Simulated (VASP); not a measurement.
# LiH in VASP: further runs, part 2 of 2

VASP 6.6.1. Earlier steps stand in the parts before.

### 4 Relaxation of the atoms, LDA (equal xy, yz and zx engineering shears of +0.5 %)

INCAR

```
SYSTEM = LiH
PREC     = Accurate       ! precision mode
ENCUT    = 520            ! plane-wave cutoff, eV
EDIFF    = 1E-6           ! SCF threshold, eV
ISMEAR   = 0              ! smearing method
SIGMA    = 0.01           ! smearing width, eV
LREAL    = .FALSE.        ! projectors in reciprocal space
LASPH    = .TRUE.         ! aspherical terms in the spheres
NELM     = 60             ! most SCF steps
ALGO     = Normal         ! electronic algorithm
ISIF     = 2              ! what is computed and relaxed
LWAVE    = .FALSE.        ! write WAVECAR
LCHARG   = .FALSE.        ! write CHGCAR
IBRION   = 2              ! ionic algorithm
NSW      = 50             ! ionic steps
EDIFFG   = -0.002         ! ionic threshold
```

KPOINTS

```
Automatic mesh
0
G
  10 10 10
  0 0 0
```

POSCAR

```
LiH
1.0
    0.0097722732      1.9593407710      1.9593407710
    1.9593407710      0.0097722732      1.9593407710
    1.9593407710      1.9593407710      0.0097722732
Li H
1 1
Direct
    0.0000000000      0.0000000000      0.0000000000
    0.5000000000      0.5000000000      0.5000000000
```

Potentials or basis: VASP PAW LDA potentials, release 64 (Li_sv, H).

Started as:

```console
cat potpaw_LDA.64/Li_sv/POTCAR potpaw_LDA.64/H/POTCAR > POTCAR
mpirun -np 1 vasp_std > vasp.out
```

OUTCAR:

```text
SYSTEM = LiH
   PREC = Accurate
   ENCUT = 520
   EDIFF = 1E-6
   ISMEAR = 0
   LREAL = .FALSE.
   LASPH = .TRUE.
   NELM = 60
   ISIF = 2
   IBRION = 2
   NSW = 50
   EDIFFG = -0.002

 ion  position               nearest neighbor table
   1  0.000  0.000  0.000-
   2  0.500  0.500  0.500-

  LATTYP: Found a trigonal (rhomboedric) cell.
 ALAT       =     2.7709435236
 COS(alpha) =     0.5049812504

  Lattice vectors:

 A1 = (   0.0097722732,   1.9593407710,   1.9593407710)
 A2 = (   1.9593407710,   0.0097722732,   1.9593407710)
 A3 = (   1.9593407710,   1.9593407710,   0.0097722732)

Analysis of symmetry for initial positions (statically):
=====================================================================
 Subroutine PRICEL returns:
 Original cell was already a primitive cell.

 Routine SETGRP: Setting up the symmetry group for a
 trigonal (rhombohedral) supercell.

 Subroutine GETGRP returns: Found 12 space group operations
 (whereof 12 operations were pure point group operations)
 out of a pool of 12 trial point group operations.

The static configuration has the point symmetry D_3d.

Analysis of symmetry for dynamics (positions and initial velocities):
=====================================================================
 Subroutine PRICEL returns:
 Original cell was already a primitive cell.

 Routine SETGRP: Setting up the symmetry group for a
 trigonal (rhombohedral) supercell.

 Subroutine GETGRP returns: Found 12 space group operations
 (whereof 12 operations were pure point group operations)
 out of a pool of 12 trial point group operations.

The dynamic configuration has the point symmetry D_3d.

 Subroutine INISYM returns: Found 12 space group operations
 (whereof 12 operations are pure point group operations),
 and found     1 'primitive' translations

----------------------------------------------------------------------------------------

[... 114 lines left out ...]
  Fermi-wavevector in a.u.,A,eV,Ry     =   1.055347  1.994317 15.153588  1.113757
  Thomas-Fermi vector in A             =   2.190542
   LORBIT       =      0    0 simple, 1 ext, 2 COOP (PROOUT), +10 PAW based schemes
   GGA     = CA    functional components
   LHFCALC =     F    Hartree Fock is set to
   AEXX    =    0.0000 exact exchange contribution
   IVDW    =     0    specifies the selected vdW correction
   LEPSILON=     F    determine dielectric tensor
   LRPA    =     F    only Hartree local field effects (RPA)
 conjugate gradient relaxation of ions
 non-spin polarized calculation
 Gauss-broadening in eV      SIGMA  =   0.01
  energy-cutoff  :      520.00
  volume of cell :       14.93
 maximum number of plane-waves:       412
 NGX is ok and might be reduce to    24
   NGX = 11   NGY = 11   NGZ = 11

 number of electron       4.0000002 magnetization

 Free energy of the ion-electron system (eV)
  ---------------------------------------------------
  ext. energy  EPLUGINS =         0.00000000
  ---------------------------------------------------
  free energy    TOTEN  =        -6.49614707 eV

  energy without entropy =       -6.49614707  energy(sigma->0) =       -6.49614707

 E-fermi :   0.7836     XC(G=0):  -9.0582

 val. band max:        0.5884173824   @ k =   0.5000   0.5000   0.0000
 cond. band min:       3.1183206802   @ k =   0.5000   0.5000   0.0000
 fundamental gap:      2.5299032978
 Fermi energy:         0.7835873762

 k-point     1 :       0.0000    0.0000    0.0000
  band No.  band energies     occupation
      1     -42.8368      2.00000
      2      -5.2577      2.00000
      3      17.7109      0.00000
      4      18.5987      0.00000
      5      18.8298      0.00000
      6      18.8298      0.00000
[... 199 lines left out ...]
 k-point    24 :       0.4000    0.3000   -0.0000
  band No.  band energies     occupation
      1     -42.7635      2.00000
      2      -2.0307      2.00000
      3       7.2741      0.00000
      4      11.0740      0.00000
      5      12.2874      0.00000
      6      17.1244      0.00000

 [... further k-points ...]

------------------------ aborting loop because EDIFF is reached ----------------------------------------

  FORCE on cell =-STRESS in cart. coord.  units (eV):
  Direction    XX          YY          ZZ          XY          YZ          ZX
  --------------------------------------------------------------------------------------
  -------------------------------------------------------------------------------------
  Total       -0.0201480     -0.0201480     -0.0201480     -0.0242091     -0.0242091     -0.0242091
  in kB       -2.1619444     -2.1619444     -2.1619444     -2.5977098     -2.5977098     -2.5977098
  external PRESSURE =      -2.1619444 kB  Pullay stress =       0.0000000 kB

 VOLUME and BASIS-vectors are now :
 -----------------------------------------------------------------------------
  energy-cutoff  :      520.00
  volume of cell :       14.93
      direct lattice vectors                 reciprocal lattice vectors
     0.009772273  1.959340771  1.959340771    -0.257104986  0.255829031  0.255829031
     1.959340771  0.009772273  1.959340771     0.255829031 -0.257104986  0.255829031
     1.959340771  1.959340771  0.009772273     0.255829031  0.255829031 -0.257104986

 POSITION                                       TOTAL-FORCE (eV/Angst)
 -----------------------------------------------------------------------------------
      0.00000      0.00000      0.00000         0.000000     -0.000000      0.000000
      1.96423      1.96423      1.96423        -0.000000      0.000000     -0.000000
 -----------------------------------------------------------------------------------
    total drift:                                0.000000     -0.000000     -0.000000

  FREE ENERGIE OF THE ION-ELECTRON SYSTEM (eV)
  ---------------------------------------------------
  free  energy   TOTEN  =        -6.4961470723 eV

  energy  without entropy=       -6.4961470723  energy(sigma->0) =       -6.49614707

 reached required accuracy - stopping structural energy minimisation
```

OSZICAR:

```text
N       E                     dE             d eps       ncg     rms          rms(c)
DAV:   1    -0.195866260904E+01   -0.19587E+01   -0.14996E+03  1458   0.606E+02
DAV:   2    -0.668647266168E+01   -0.47278E+01   -0.44797E+01  2046   0.640E+01
DAV:   3    -0.675462130563E+01   -0.68149E-01   -0.68149E-01  1596   0.754E+00
DAV:   4    -0.675541809517E+01   -0.79679E-03   -0.79679E-03  1920   0.669E-01
DAV:   5    -0.675542541715E+01   -0.73220E-05   -0.73220E-05  1632   0.459E-02    0.285E+00
DAV:   6    -0.656146363931E+01    0.19396E+00   -0.17221E-01  1704   0.180E+00    0.141E+00
DAV:   7    -0.649531645915E+01    0.66147E-01   -0.21365E-01  1878   0.216E+00    0.209E-01
DAV:   8    -0.649621425463E+01   -0.89780E-03   -0.50095E-03  1542   0.656E-01    0.495E-02
DAV:   9    -0.649614776811E+01    0.66487E-04   -0.30606E-04  2094   0.100E-01    0.861E-03
DAV:  10    -0.649614707225E+01    0.69586E-06   -0.64534E-06  1572   0.251E-02
   1 F= -.64961471E+01 E0= -.64961471E+01  d E =-.649615E+01
```

Wall time 7.1 s (1 thread of AMD EPYC 7R13 (Zen 3), shared host); peak memory 0.09 GiB.

What came out:

```yaml
Free_energy: -6.4961 eV
Band_gap_on_the_k_mesh: 2.53 eV, direct
```

Final structure:
```xyz
2
Lattice="0.0098 1.9593 1.9593 1.9593 0.0098 1.9593 1.9593 1.9593 0.0098" Properties=species:S:1:pos:R:3 pbc="T T T"
Li    0.0000    0.0000    0.0000
H     1.9642    1.9642    1.9642
```

Caveat: the cell differs from its parent crystal (equal xy, yz and zx engineering shears of +0.5 %); the cutoff is under 1.25 times the usual one of these potentials, so pressure, stress and relaxed cells hold a basis-set (Pulay) error; the relaxation stopped at its first step, so nothing moved.

### 5 Overview

| task | cell | gap on the mesh (eV) |
| --- | --- | --- |
| single point | a = 2.764 Å, angles 60.0°, 2 atoms | 2.53 |
| relaxation of the atoms | atoms relaxed from a = 2.757 Å, angles 60.3°, 2 atoms | 2.53 |
| relaxation of the atoms | atoms relaxed from a = 2.771 Å, angles 59.7°, 2 atoms | 2.53 |

Alike in all rows: level LDA; potentials or basis VASP PAW LDA potentials, release 64 (Li_sv, H); no spin polarisation; k mesh 10 × 10 × 10; cutoff (eV) 520; smearing gaussian 0.01 eV.

Caveats: the cutoff is under 1.25 times the usual one of these potentials, so pressure, stress and relaxed cells hold a basis-set (Pulay) error; the relaxation stopped at its first step, so nothing moved (some runs).

Total energies depend on the potentials used, so only differences within one code and one set of settings carry meaning.
